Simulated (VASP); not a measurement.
## Cs2CuS4: single point with PBE

Crystal: Cs2CuS4.

```xyz
14
Lattice="0.0000 5.9218 5.9218 5.9218 0.0000 5.9218 5.9218 5.9218 0.0000" Properties=species:S:1:pos:R:3 pbc="T T T"
Cs    7.4023    7.4023    7.4023
Cs    7.4023    4.4414    4.4414
Cs    4.4414    4.4414    7.4023
Cs    4.4414    7.4023    4.4414
Cu    0.0000    0.0000    0.0000
Cu    2.9609    2.9609    2.9609
S     4.4414    4.4414    4.4414
S    10.3632    7.4023    7.4023
S     7.4023    7.4023    4.4414
S     7.4023   10.3632    7.4023
S     4.4414    7.4023    7.4023
S    10.3632   10.3632   10.3632
S     7.4023    4.4414    7.4023
S     7.4023    7.4023   10.3632
```

| Quantity | Value |
| --- | --- |
| Program | VASP 6.6.1 |
| Task | single point |
| Functional | PBE |
| Potentials or basis | VASP PAW PBE potentials, release 64 (Cs_sv, Cu, S) |
| Cutoff | 520 eV |
| k mesh | 5 × 5 × 5 |
| Occupations | fermi-dirac, width 0.1 eV |
| Spin | no spin polarisation |

The pressure is 4.2 GPa and the band gap on the k mesh is zero (bands 53 and 54 overlap by 0.20 eV).

Levels at points of the mesh, in eV from the Fermi level:
```
           k point  band 50  band 51  band 52  band 53  band 54  band 55  band 56  band 57
(0.00, 0.00, 0.00)    -0.40    -0.03    -0.03    -0.03    -0.02    -0.02     0.16     0.16
```

Run time: 14 min on 1 thread of Intel(R) Xeon(R) Platinum 8488C (Sapphire Rapids), with other jobs on the host, peak memory 0.69 GiB.

Caveat: the cell stands under pressure; spin-orbit coupling is left out, which moves the levels of the heavy elements. With open d or f shells a metallic result of PBE can be an artefact of self-interaction; +U or a hybrid may open a gap.
